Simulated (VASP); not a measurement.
Runs of VASP 6.6.1 on Hg. The structure is that of space group C2/m (No. 12), or close to it. The cells are those of the table. 

```csv
level,cell,gap on the mesh (eV),pressure (GPa)
PBE+D3(BJ),"a = 3.144, b = 3.144, c = 8.126 Å, angles 96.6, 96.6, 73.3°, 3 atoms",none,0.2
r2SCAN+rVV10,"a = 3.121, b = 3.121, c = 8.100 Å, angles 96.7, 96.7, 73.5°, 3 atoms",none,(a)
r2SCAN,"a = 3.121, b = 3.121, c = 8.100 Å, angles 96.7, 96.7, 73.5°, 3 atoms",none,2.1
PBE,"a = 3.121, b = 3.121, c = 8.100 Å, angles 96.7, 96.7, 73.5°, 3 atoms",none,3.4
```

Alike in all rows: task single point; potentials or basis VASP PAW PBE potentials, release 64 (Hg); no spin polarisation; k mesh 8 × 8 × 4; cutoff (eV) 520; smearing fermi-dirac 0.02 eV.

Fill in the values left out.

(a) 0.8.

Caveats: spin-orbit coupling is left out, which moves the levels of the heavy elements; the PAW data sets were made with another functional, which shifts forces and pressure a little (at least some runs); the cell stands under pressure (at least some runs).

A k mesh can miss the band edges, and the runs leave out spin-orbit coupling on Hg.

A gap of «none» marks levels without a gap at the run's occupations.
